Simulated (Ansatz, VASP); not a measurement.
**Ti in VASP and in Ansatz**

```xyz
1
Lattice="0.0000 2.0795 2.0795 2.0795 0.0000 2.0795 2.0795 2.0795 0.0000" Properties=species:S:1:pos:R:3 pbc="T T T"
Ti    0.0000    0.0000    0.0000
```

Alike in both runs: task single point; functional r2SCAN; k mesh 12 × 12 × 12; occupations fermi-dirac, width 0.1 eV; no spin polarisation.

|  | VASP | Ansatz |
| --- | --- | --- |
| version | VASP 6.6.1 | Ansatz 0.2.0 |
| potentials or method | VASP PAW PBE potentials, release 64 (Ti_sv), cutoff 520 eV | plane waves, PAW |
| valence electrons in the cell | 12 | 12 |

```csv
,VASP,Ansatz,Ansatz less VASP
pressure (GPa),-3.2,-3.5,-0.35
```

VASP's potentials were made for PBE, not for r2SCAN. The functional is the same, so the differences come from potentials, cutoffs and numerics. Ansatz's warnings: stress scf threshold loose.
